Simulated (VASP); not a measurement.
# Pt (Im-3m) in VASP: further runs

Runs on Pt. Level: PBE. Tasks: relaxation of cell and atoms.

All numbers are computed with VASP 6.6.1; they aren't measurements. Logs are shortened: lines on timing, memory, paths and dates and some standing lists are left out, and cuts for length are marked.

## (1) The cell of the first run

The structure is cubic, space group Im-3m (No. 229). Conventional cell: a = 3.163 Å, b = 3.163 Å, c = 3.163 Å, α = 90.00°, β = 90.00°, γ = 90.00°. Within 3.6 Å of Pt (site symmetry m-3m) lie 14 Pt at 2.74 to 3.16 Å.

This isn't the form of Pt at room conditions, which is fcc.

## (2) Relaxation of cell and atoms, PBE

INCAR reads:

```
PREC     = Accurate       # precision mode
ENCUT    = 600            # plane-wave cutoff, eV
EDIFF    = 1E-6           # SCF threshold, eV
ISMEAR   = 1              # smearing method
SIGMA    = 0.05           # smearing width, eV
LREAL    = False          # projectors in reciprocal space
LASPH    = True           # aspherical terms in the spheres
NELM     = 60             # most SCF steps
ALGO     = Normal         # electronic algorithm
ISIF     = 3              # what is computed and relaxed
LWAVE    = False          # write WAVECAR
LCHARG   = False          # write CHGCAR
GGA      = PE             # functional
IBRION   = 2              # ionic algorithm
NSW      = 80             # ionic steps
EDIFFG   = -0.02          # ionic threshold
```

KPOINTS reads:

```
Automatic mesh
0
Gamma
  19 19 19
```

POSCAR reads:

```
Pt
1.0
    1.5814598883      1.5814598883      1.5814598883
   -1.5814598883      1.5814598883      1.5814598883
   -1.5814598883     -1.5814598883      1.5814598883
Pt
1
Direct
    0.0000000000      0.0000000000      0.0000000000
```

Potentials or basis: VASP PAW PBE potentials, release 64 (Pt).

Started as:

```
$ cat potpaw_PBE.64/Pt/POTCAR > POTCAR
$ mpirun -np 1 vasp_std > vasp.out
```

OUTCAR:

```text
PREC = Accurate
   ENCUT = 600
   EDIFF = 1E-6
   ISMEAR = 1
   LREAL = False
   LASPH = True
   NELM = 60
   ISIF = 3
   GGA = PE
   IBRION = 2
   NSW = 80
   EDIFFG = -0.02

 ion  position               nearest neighbor table
   1  0.000  0.000  0.000-

  LATTYP: Found a body centered cubic cell.
 ALAT       =     3.1629197766

  Lattice vectors:

 A1 = (   1.5814598883,  -1.5814598883,  -1.5814598883)
 A2 = (   1.5814598883,   1.5814598883,   1.5814598883)
 A3 = (  -1.5814598883,  -1.5814598883,   1.5814598883)

Analysis of symmetry for initial positions (statically):
=====================================================================
 Subroutine PRICEL returns:
 Original cell was already a primitive cell.

 Routine SETGRP: Setting up the symmetry group for a
 body centered cubic supercell.

 Subroutine GETGRP returns: Found 48 space group operations
 (whereof 48 operations were pure point group operations)
 out of a pool of 48 trial point group operations.

The static configuration has the point symmetry O_h .

Analysis of symmetry for dynamics (positions and initial velocities):
=====================================================================
 Subroutine PRICEL returns:
 Original cell was already a primitive cell.

 Routine SETGRP: Setting up the symmetry group for a
 body centered cubic supercell.

 Subroutine GETGRP returns: Found 48 space group operations
 (whereof 48 operations were pure point group operations)
 out of a pool of 48 trial point group operations.

The dynamic configuration has the point symmetry O_h .

 Subroutine INISYM returns: Found 48 space group operations
 (whereof 48 operations are pure point group operations),
 and found     1 'primitive' translations

----------------------------------------------------------------------------------------

                                     Primitive cell

  volume of cell :      15.8210

  direct lattice vectors                    reciprocal lattice vectors
     1.581459888  1.581459888  1.581459888     0.316163567  0.000000000  0.316163567
    -1.581459888  1.581459888  1.581459888    -0.316163567  0.316163567  0.000000000
    -1.581459888 -1.581459888  1.581459888     0.000000000 -0.316163567  0.316163567

  length of vectors
     2.739168877  2.739168877  2.739168877     0.447122805  0.447122805  0.447122805

  position of ions in fractional coordinates (direct lattice)
     0.000000000  0.000000000  0.000000000

  ion indices of the primitive-cell ions
   primitive index   ion index
                 1           1

----------------------------------------------------------------------------------------

 KPOINTS: Automatic mesh

Automatic generation of k-mesh.
 Grid dimensions read from file:
 generate k-points for:   19   19   19

 Generating k-lattice:

  Cartesian coordinates                     Fractional coordinates (reciprocal lattice)
     0.016640188  0.000000000  0.016640188     0.052631579  0.000000000  0.000000000
    -0.016640188  0.016640188  0.000000000     0.000000000  0.052631579  0.000000000
     0.000000000 -0.016640188  0.016640188     0.000000000  0.000000000  0.052631579

  Length of vectors
     0.023532779  0.023532779  0.023532779

  Shift w.r.t. Gamma in fractional coordinates (k-lattice)
     0.000000000  0.000000000  0.000000000

 Subroutine IBZKPT returns following result:
 ===========================================

 Found    220 irreducible k-points:

 Following reciprocal coordinates:
            Coordinates               Weight
  0.000000  0.000000  0.000000      1.000000
  0.052632  0.000000  0.000000     12.000000
  0.105263  0.000000  0.000000     12.000000
  0.157895  0.000000  0.000000     12.000000
  0.210526  0.000000  0.000000     12.000000
  0.263158  0.000000  0.000000     12.000000
[... 16 lines left out ...]
  0.368421  0.105263 -0.000000     48.000000
  0.421053  0.105263 -0.000000     48.000000
 [... further k-points ...]
   k-points           NKPTS =    220   k-points in BZ     NKDIM =    220   number of bands    NBANDS=      9
   number of dos      NEDOS =    301   number of ions     NIONS =      1
   total plane-waves  NPLWV =  13824
   dimension x,y,z NGX =    24 NGY =   24 NGZ =   24
   dimension x,y,z NGXF=    48 NGYF=   48 NGZF=   48
   ions per type =               1
   NGX,Y,Z   is equivalent  to a cutoff of  14.57, 14.57, 14.57 a.u.
   NGXF,Y,Z  is equivalent  to a cutoff of  29.13, 29.13, 29.13 a.u.
 SYSTEM =  unknown system
   PREC   = accura    normal or accurate (medium, high low for compatibility)
   ISTART =      0    job   : 0-new  1-cont  2-samecut
   ICHARG =      2    charge: 1-file 2-atom 10-const
   ISPIN  =      1    spin polarized calculation?
   LNONCOLLINEAR =      F non collinear calculations
   LSORBIT =      F    spin-orbit coupling
   LASPH  =      T    aspherical Exc in radial PAW
   ENCUT  =  600.0 eV  44.10 Ry    6.64 a.u.   5.47  5.47  5.47*2*pi/ulx,y,z
   NELM   =     60;   NELMIN=  2; NELMDL= -5     # of ELM steps
   EDIFF  = 0.1E-05   stopping-criterion for ELM
   LREAL  =      F    real-space projection
   EDIFFG = -.2E-01   stopping-criterion for IOM
   NSW    =     80    number of steps for IOM
   IBRION =      2    ionic relax: 0-MD 1-quasi-New 2-CG
   NFREE  =      1    steps in history (QN), initial steepest desc. (CG)
   ISIF   =      3    stress and relaxation
   ISYM   =      2    0-nonsym 1-usesym 2-fastsym
   POTIM  = 0.5000    time-step for ionic-motion
   TEBEG  =    0.0;   TEEND  =   0.0 temperature during run
   PSTRESS=    0.0 pullay stress
   NELECT =      10.0000    total number of electrons
   NUPDOWN=      -1.0000    fix difference up-down
   EMIN   =  10.00;   EMAX   =-10.00  energy-range for DOS
   EFERMI =   0.00;   METHOD = LEGACY
   ISMEAR =     1;   SIGMA  =   0.05  broadening in eV -4-tet -1-fermi 0-gaus
   EFERMI_NEDOS =   21; number of points for ismear=-14 and -15
   IALGO  =     38    algorithm
   IMIX   =      4    mixing-type and parameters
     AMIX     =   0.40;   BMIX     =  1.00
     AMIX_MAG =   1.60;   BMIX_MAG =  1.00
  volume/ion in A,a.u.               =      15.82       106.77
  Fermi-wavevector in a.u.,A,eV,Ry     =   1.404958  2.654986 26.856632  1.973907
  Thomas-Fermi vector in A             =   2.527467
   LORBIT       =      0    0 simple, 1 ext, 2 COOP (PROOUT), +10 PAW based schemes
   GGA     = PE    functional components
   LHFCALC =     F    Hartree Fock is set to
   AEXX    =    0.0000 exact exchange contribution
   IVDW    =     0    specifies the selected vdW correction
   LEPSILON=     F    determine dielectric tensor
   LRPA    =     F    only Hartree local field effects (RPA)
 conjugate gradient relaxation of ions
 non-spin polarized calculation
 Methfessel and Paxton  Order N= 1 SIGMA  =   0.05
  energy-cutoff  :      600.00
  volume of cell :       15.82
 maximum number of plane-waves:       543
 NGX is ok and might be reduce to    24
   NGX = 11   NGY = 11   NGZ = 11

 number of electron      10.0000000 magnetization

 number of electron       9.9999999 magnetization

 Free energy of the ion-electron system (eV)
  ---------------------------------------------------
  ext. energy  EPLUGINS =         0.00000000
  ---------------------------------------------------
  free energy    TOTEN  =        -5.99370509 eV

  energy without entropy =       -5.99358691  energy(sigma->0) =       -5.99366570

 E-fermi :  10.1659     XC(G=0): -13.1956

 val. band max:       10.1653894010   @ k =   0.4211   0.3684   0.3158
 cond. band min:      10.1668833546   @ k =   0.4211   0.2632   0.2105
 fundamental gap:      0.0014939536
 Fermi energy:        10.1658721004

 k-point     1 :       0.0000    0.0000    0.0000
  band No.  band energies     occupation
      1       0.6934      2.00000
      2       6.7060      2.00000
      3       6.7060      2.00000
      4       6.7060      2.00000
      5       9.1816      2.00000
      6       9.1816      2.00000
      7      27.2749      0.00000
      8      27.2749      0.00000
      9      27.2749      0.00000

 k-point     2 :       0.0526    0.0000    0.0000
  band No.  band energies     occupation
      1       0.8064      2.00000
      2       6.6616      2.00000
      3       6.7063      2.00000
      4       6.7960      2.00000
      5       9.1233      2.00000
      6       9.1845      2.00000
      7      27.3298      0.00000
      8      27.3686      0.00000
      9      27.4406      0.00000

 k-point     3 :       0.1053    0.0000    0.0000
  band No.  band energies     occupation
      1       1.1371      2.00000
      2       6.5357      2.00000
      3       6.7010      2.00000
      4       7.0624      2.00000
      5       8.9800      2.00000
      6       9.1945      2.00000
      7      27.4262      0.00000
      8      27.5212      0.00000
      9      27.9272      0.00000

 k-point     4 :       0.1579    0.0000    0.0000
  band No.  band energies     occupation
      1       1.6569      2.00000
      2       6.3472      2.00000
      3       6.6816      2.00000
      4       7.4938      2.00000
      5       8.8292      2.00000
      6       9.2148      2.00000
      7      27.2756      0.00000
      8      27.3426      0.00000
      9      28.7040      0.00000
[... 205 lines left out ...]
 k-point    22 :       0.3158    0.1053   -0.0000
  band No.  band energies     occupation
      1       3.2400      2.00000
      2       5.9441      2.00000
      3       6.4454      2.00000
      4       8.6225      2.00000
      5       9.2024      2.00000
      6       9.4426      2.00000
      7      24.0816      0.00000
      8      25.8981      0.00000
      9      28.8562      0.00000

 k-point    23 :       0.3684    0.1053   -0.0000
  band No.  band energies     occupation
      1       3.7127      2.00000
      2       5.7339      2.00000
      3       6.7724      2.00000
      4       8.7281      2.00000
      5       9.4547      2.00000
      6      10.1055      2.07082
      7      21.9049      0.00000
      8      25.0369      0.00000
      9      27.7436      0.00000

 k-point    24 :       0.4211    0.1053   -0.0000
  band No.  band energies     occupation
      1       3.9071      2.00000
      2       5.5632      2.00000
      3       7.4124      2.00000
      4       8.8864      2.00000
      5       9.5468      2.00000
      6      10.9984     -0.00000
      7      19.7689      0.00000
      8      24.2773      0.00000
      9      26.6775      0.00000

 [... further k-points ...]

------------------------ aborting loop because EDIFF is reached ----------------------------------------

  FORCE on cell =-STRESS in cart. coord.  units (eV):
  Direction    XX          YY          ZZ          XY          YZ          ZX
  --------------------------------------------------------------------------------------
  -------------------------------------------------------------------------------------
  Total       -0.0114294     -0.0114294     -0.0114294     -0.0000000     -0.0000000     -0.0000000
  in kB       -1.1574417     -1.1574417     -1.1574417     -0.0000000     -0.0000000     -0.0000000
  external PRESSURE =      -1.1574417 kB  Pullay stress =       0.0000000 kB

 VOLUME and BASIS-vectors are now :
 -----------------------------------------------------------------------------
  energy-cutoff  :      600.00
  volume of cell :       15.82
      direct lattice vectors                 reciprocal lattice vectors
     1.581459888  1.581459888  1.581459888     0.316163567  0.000000000  0.316163567
    -1.581459888  1.581459888  1.581459888    -0.316163567  0.316163567  0.000000000
    -1.581459888 -1.581459888  1.581459888     0.000000000 -0.316163567  0.316163567

 POSITION                                       TOTAL-FORCE (eV/Angst)
 -----------------------------------------------------------------------------------
      0.00000      0.00000      0.00000         0.000000     -0.000000     -0.000000
 -----------------------------------------------------------------------------------
    total drift:                                0.000000     -0.000000     -0.000000

  FREE ENERGIE OF THE ION-ELECTRON SYSTEM (eV)
  ---------------------------------------------------
  free  energy   TOTEN  =        -5.9937050949 eV

  energy  without entropy=       -5.9935869055  energy(sigma->0) =       -5.99366570

 reached required accuracy - stopping structural energy minimisation
```

It took 16 s on 1 thread of Intel Xeon Platinum 8488C (Sapphire Rapids), shared host; peak memory 0.17 GiB.

What came out:

```
Free energy             : -5.9937 eV
Pressure after relaxing : -0.1 GPa
Band gap on the k mesh  : zero (bands 5 and 6 overlap by 2.05 eV)
```

Final structure:
```
Pt
1.0
     1.58146    1.58146    1.58146
    -1.58146    1.58146    1.58146
    -1.58146   -1.58146    1.58146
Pt
1
Direct
  0.00000 0.00000 0.00000
```

Levels at points of the mesh, in eV from the Fermi level:
| k point | band 1 | band 2 | band 3 | band 4 | band 5 | band 6 | band 7 | band 8 | band 9 |
| --- | --- | --- | --- | --- | --- | --- | --- | --- | --- |
| (0.00, 0.00, 0.00) | -9.47 | -3.46 | -3.46 | -3.46 | -0.98 | -0.98 | 17.11 | 17.11 | 17.11 |

Caveat: spin-orbit coupling is left out, which moves the levels of the heavy elements.

## (3) Relaxation of cell and atoms, PBE

This run uses another cell than the first one, of 15.04 Å³/atom.

INCAR reads:

```
PREC = Accurate
ENCUT = 600
EDIFF = 1E-7
ISMEAR = 1
SIGMA = 0.05
LREAL = False
LASPH = True
NELM = 80
ALGO = Normal
ISIF = 3
LWAVE = False
LCHARG = False
GGA = PE
IBRION = 2
NSW = 80
EDIFFG = -0.02
```

KPOINTS reads:

```
regular mesh
0
Gamma
  20 20 20
```

POSCAR reads:

```
Pt
1.0
    1.5550000000      1.5550000000      1.5550000000
   -1.5550000000      1.5550000000      1.5550000000
   -1.5550000000     -1.5550000000      1.5550000000
Pt
1
Direct
    0.0000000000      0.0000000000      0.0000000000
```

Potentials or basis: VASP PAW PBE potentials, release 64 (Pt).

Started as:

```
$ cat potpaw_PBE.64/Pt/POTCAR > POTCAR
$ mpirun -np 1 vasp_std > vasp.out
```

OUTCAR:

```text
PREC = Accurate
   ENCUT = 600
   EDIFF = 1E-7
   ISMEAR = 1
   LREAL = False
   LASPH = True
   NELM = 80
   ISIF = 3
   GGA = PE
   IBRION = 2
   NSW = 80
   EDIFFG = -0.02

 ion  position               nearest neighbor table
   1  0.000  0.000  0.000-

  LATTYP: Found a body centered cubic cell.
 ALAT       =     3.1100000000

  Lattice vectors:

 A1 = (   1.5550000000,  -1.5550000000,  -1.5550000000)
 A2 = (   1.5550000000,   1.5550000000,   1.5550000000)
 A3 = (  -1.5550000000,  -1.5550000000,   1.5550000000)

Analysis of symmetry for initial positions (statically):
=====================================================================
 Subroutine PRICEL returns:
 Original cell was already a primitive cell.

 Routine SETGRP: Setting up the symmetry group for a
 body centered cubic supercell.

[... 211 lines left out ...]
  band No.  band energies     occupation
      1      -0.1648      2.00000
      2       5.2347      2.00000
      3       5.2347      2.00000
      4       5.2347      2.00000
      5       7.2836      2.00000
      6       7.2836      2.00000
      7      25.1419      0.00000
      8      25.1419      0.00000
      9      25.1419      0.00000
[... 345 lines left out ...]
--------------------------------------- Ionic step        4  -------------------------------------------

 number of electron       9.9999999 magnetization

 Free energy of the ion-electron system (eV)
  ---------------------------------------------------
  ext. energy  EPLUGINS =         0.00000000
  ---------------------------------------------------
  free energy    TOTEN  =        -6.00709585 eV

  energy without entropy =       -6.00700634  energy(sigma->0) =       -6.00706601

 E-fermi :  10.1817     XC(G=0): -13.2044

 val. band max:       10.1758120292   @ k =   0.4000   0.3500   0.3500
 cond. band min:      10.1892154011   @ k =   0.4500   0.3500   0.2500
 fundamental gap:      0.0134033718
 Fermi energy:        10.1816559288

 k-point     1 :       0.0000    0.0000    0.0000
  band No.  band energies     occupation
      1       0.7041      2.00000
      2       6.7220      2.00000
      3       6.7220      2.00000
      4       6.7220      2.00000
      5       9.2034      2.00000
      6       9.2034      2.00000
      7      27.3006      0.00000
      8      27.3006      0.00000
      9      27.3006      0.00000
[... 304 lines left out ...]
  FREE ENERGIE OF THE ION-ELECTRON SYSTEM (eV)
  ---------------------------------------------------
  free  energy   TOTEN  =        -6.0070958510 eV

  energy  without entropy=       -6.0070063407  energy(sigma->0) =       -6.00706601

 reached required accuracy - stopping structural energy minimisation
```

It took 47 s on 1 thread of Intel Xeon Platinum 8488C (Sapphire Rapids), shared host; peak memory 0.19 GiB.

What came out:

```
Free energy                           : -6.0071 eV
Relaxed volume                        : 15.80 Å³/atom
Relaxed cell                          : a = 2.738 Å, b = 2.738 Å, c = 2.738 Å, α = 70.53°, β = 109.47°, γ = 70.53°
Space group after relaxing (to 0.1 Å) : Im-3m (No. 229)
Energy gained by relaxing             : 29.8 meV/atom
Ionic steps                           : 4
Pressure after relaxing               : -0.1 GPa
Band gap on the k mesh                : zero (bands 5 and 6 overlap by 2.12 eV)
```

Step by step:
| step | energy change (eV) | largest force (eV/Å) | pressure (GPa) | volume (Å³) |
| --- | --- | --- | --- | --- |
| 1 | 0.0000 | 0.0000 | 13.37 | 15.04 |
| 2 | 0.1361 | 0.0000 | -21.54 | 17.94 |
| 3 | -0.0297 | 0.0000 | -0.58 | 15.83 |
| 4 | -0.0298 | 0.0000 | -0.06 | 15.80 |

Final structure:
```
Pt
1.0
     1.58070    1.58070    1.58070
    -1.58070    1.58070    1.58070
    -1.58070   -1.58070    1.58070
Pt
1
Direct
  0.00000 0.00000 0.00000
```

Caveat: spin-orbit coupling is left out, which moves the levels of the heavy elements.
